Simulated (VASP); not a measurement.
Ti3O, 8 atoms in the cell. Symmetry: P6_3/mcm, No. 193, hexagonal system. Conventional cell: a = 4.496 Å, b = 4.496 Å, c = 4.846 Å, α = 90.00°, β = 90.00°, γ = 120.00°. Within 2.5 Å of Ti (site symmetry m2m) lie 2 O at 1.91 Å. O (site symmetry -3m) has 6 Ti at 1.91 Å and 2 O at 2.42 Å within 2.5 Å.  This cell differs from its parent crystal: strain -0.1125 x Voigt [1, 1, 0, 0, 0, 0].

* Program: VASP 6.6.1
* Task: single point
* Functional: PBEsol
* Potentials or basis: VASP PAW PBE potentials, release 64 (Ti_sv, O)
* Cutoff: 520 eV
* k mesh: 12 × 12 × 8
* Occupations: gaussian, width 0.15 eV
* Spin: no spin polarisation
* Dipole correction: no
* Further INCAR settings: ALGO = Normal; EDIFF = 1e-07; NBANDS = 52

Potentials or basis: VASP PAW PBE potentials, release 64 (Ti_sv, O).

Command:

```sh
$ cat potpaw_PBE.64/Ti_sv/POTCAR potpaw_PBE.64/O/POTCAR > POTCAR
$ mpirun -np 1 vasp_std > vasp.out
```

Hardware: 1 thread of Intel(R) Xeon(R) 6975P-C (Granite Rapids), with other jobs on the host.

How long does it take, and how much memory?

Run time: 3.2 min on 1 thread of Intel(R) Xeon(R) 6975P-C (Granite Rapids), on a shared host, peak memory 0.41 GiB. Counts: scf iterations 16, k points 95.
